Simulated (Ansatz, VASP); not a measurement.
**One calculation of KTaO3, two programs**

File INCAR:

```
SYSTEM = KTaO3
  PREC = Accurate
  ENCUT = 520
  EDIFF = 1E-7
  ISMEAR = -1
  SIGMA = 0.05
  LREAL = .FALSE.
  LASPH = .TRUE.
  NELM = 100
  ALGO = Normal
  ISIF = 2
  LWAVE = .FALSE.
  LCHARG = .FALSE.
  GGA = PS
  IVDW = 13
  NBANDS = 27
```

The input KPOINTS:

```
regular mesh
0
G
  7 7 7
  0 0 0
```

Contents of POSCAR:

```
KTaO3
1.0
    4.0665218197      0.0000000000      0.0000000000
    0.0000000000      4.0665218197      0.0000000000
    0.0000000000      0.0000000000      4.0665218197
Ta K O
1 1 3
Direct
    0.0000000000      0.0000000000      0.0000000000
    0.5000000000      0.5000000000      0.5000000000
    0.0000000000      0.0000000000      0.5000000000
    0.0000000000      0.5000000000      0.0000000000
    0.5000000000      0.0000000000      0.0000000000
```

File input.yaml:

```yaml
crystal:
  lattice:
    - [4.0665218197, 0.0, 0.0]
    - [0.0, 4.0665218197, 0.0]
    - [0.0, 0.0, 4.0665218197]
  atoms:
    - { symbol: Ta, position: [0.0, 0.0, 0.0] }
    - { symbol: K, position: [0.5, 0.5, 0.5] }
    - { symbol: O, position: [0.0, 0.0, 0.5] }
    - { symbol: O, position: [0.0, 0.5, 0.0] }
    - { symbol: O, position: [0.5, 0.0, 0.0] }
hamiltonian:
  xc: pbesol
  pseudopotentials: { kind: paw }
  dispersion: d4
kpoints:
  mp_grid: { grid: [7, 7, 7] }
scf:
  occupations: { method: fermi_dirac, width: 0.05 }
output:
  forces: true
  stress: true
  eigenvalues: true
```

Alike in both runs: task single point; functional PBEsol; dispersion D4; k mesh 7 × 7 × 7; occupations fermi-dirac, width 0.05 eV; no spin polarisation.

|  | VASP | Ansatz |
| --- | --- | --- |
| version | VASP 6.6.1 | Ansatz 0.2.0 |
| potentials or method | VASP PAW PBE potentials, release 64 (Ta_pv, K_sv, O) | Ansatz PAW |
| plane-wave cutoff (eV) | 520 | 420 |
| valence electrons in the cell | 38 | 40 |

```csv
,VASP,Ansatz,Ansatz less VASP
gap on the k mesh at the Fermi level (eV),2.02,2.06,+0.042
least direct gap on the mesh (eV),2.60,2.64,+0.035
pressure (GPa),-11.2,-11.8,-0.53
```

VASP's potentials were made for PBE, not for PBEsol. VASP's potentials hold 38 valence electrons a cell and Ansatz's 40, so a difference there can come from the potentials and not from the codes.

Spin-orbit coupling is off throughout. Noted on Ansatz's run: odd divisions of the mesh miss points on the zone boundary, where band edges often lie, so the gap on the mesh can be too wide.
